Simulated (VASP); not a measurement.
Input of a VASP 6.6.1 run:

INCAR

```
PREC = Accurate ; ENCUT = 520
EDIFF = 1E-7 ; ISMEAR = -1
SIGMA = 0.1 ; LREAL = F
LASPH = T ; NELM = 80
ALGO = Normal ; ISIF = 2
LWAVE = F ; LCHARG = F
GGA = PS ; NBANDS = 21
```

Contents of KPOINTS:

```
regular mesh
0
Gamma
  6 6 6
```

File POSCAR:

```
Ge
1.0
    0.0000000000      2.8979348588      2.8979348588
    2.8979348588      0.0000000000      2.8979348588
    2.8979348588      2.8979348588      0.0000000000
Ge
2
Direct
    0.0000000000      0.0000000000      0.0000000000
    0.2500000000      0.2500000000      0.2500000000
```

Potentials or basis: VASP PAW PBE potentials, release 64 (Ge_d).

Launch:

```bash
$ cat potpaw_PBE.64/Ge_d/POTCAR > POTCAR
$ mpirun -np 1 vasp_std > vasp.out
```

Q: Predict the band gap on the k mesh.

A: Zero (band 14 reaches 4.19 eV, above the bottom of band 15 at 4.10 eV).

Q: Predict the pressure.

A: -3.5 GPa.

Caveat: the PAW data sets were made with another functional, which shifts forces and pressure a little.
